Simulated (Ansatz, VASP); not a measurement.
## One calculation of TaN, two programs

INCAR

```
PREC = Accurate
ENCUT = 520
EDIFF = 1E-6
ISMEAR = 0
SIGMA = 0.15
LREAL = False
LASPH = True
NELM = 100
ALGO = Normal
ISIF = 2
LWAVE = False
LCHARG = True
GGA = PS
LELF = True
LVHAR = True
NBANDS = 24
```

KPOINTS

```
regular mesh
0
Gamma
  15 15 8
```

The input POSCAR:

```
TaN
1.0
    2.8891806446      0.0000000000      0.0000000000
   -1.4445903223      2.5021038344      0.0000000000
    0.0000000000      0.0000000000      5.8600190937
Ta N
2 2
Direct
   -0.0094520458     -0.0189040916      0.0000000000
    0.0094520458      0.0189040916      0.5000000000
    0.3333333333      0.6666666667      0.2500000000
    0.6666666667      0.3333333333      0.7500000000
```

Input for Ansatz:

```yaml
crystal:
  lattice:
    - [2.8891806446, 0.0, 0.0]
    - [-1.4445903223, 2.5021038344, 0.0]
    - [0.0, 0.0, 5.8600190937]
  atoms:
    - { symbol: Ta, position: [-0.0094520458, -0.0189040916, 0.0] }
    - { symbol: Ta, position: [0.0094520458, 0.0189040916, 0.5] }
    - { symbol: "N", position: [0.3333333333, 0.6666666667, 0.25] }
    - { symbol: "N", position: [0.6666666667, 0.3333333333, 0.75] }
basis:
  ecutwfc: 520.0
kpoints:
  mp_grid: { grid: [15, 15, 8] }
hamiltonian:
  xc: pbesol
  pseudopotentials: { kind: paw, azcp: { folder: soft_1 } }
scf:
  occupations: { method: gaussian, width: 0.15 }
output:
  forces: true
  stress: true
  eigenvalues: true
```

Change from the starting cell: mode 4 frozen in at +0.000 Å and mode 5 at -0.047 Å (largest displacements).

Alike in both runs: task single point; functional PBEsol; k mesh 15 × 15 × 8; occupations gaussian, width 0.15 eV; no spin polarisation.

|  | VASP | Ansatz |
| --- | --- | --- |
| version | VASP 6.6.1 | Ansatz 0.2.0 |
| potentials or method | VASP PAW PBE potentials, release 64 (Ta_pv, N), cutoff 520 eV | scalar-relativistic, plane waves, PAW |
| valence electrons in the cell | 32 | 36 |

VASP gave:

| Quantity | Value |
| --- | --- |
| gap on the k mesh at the Fermi level (eV) | none |
| pressure (GPa) | 1.4 |
| traceless stress, the component that is largest in VASP (GPa) | 0.18 |
| rms of the force components (eV/Å) | 0.286 |

Problem. Which values does Ansatz return?

Solution. gap on the k mesh at the Fermi level (eV): none; pressure (GPa): 0.4; traceless stress, the component that is largest in VASP (GPa): 0.05; rms of the force components (eV/Å): 0.284.

VASP's potentials were made for PBE, not for PBEsol, and Ansatz warns of the same on its side. Atom by atom the forces differ by 0.002 eV/Å (rms over components). A gap of «none» marks a metal or a gap that the smearing closes. VASP's potentials hold 32 valence electrons a cell and Ansatz's 36, so a difference there can come from the potentials and not from the codes.

Spin-orbit coupling is off throughout.
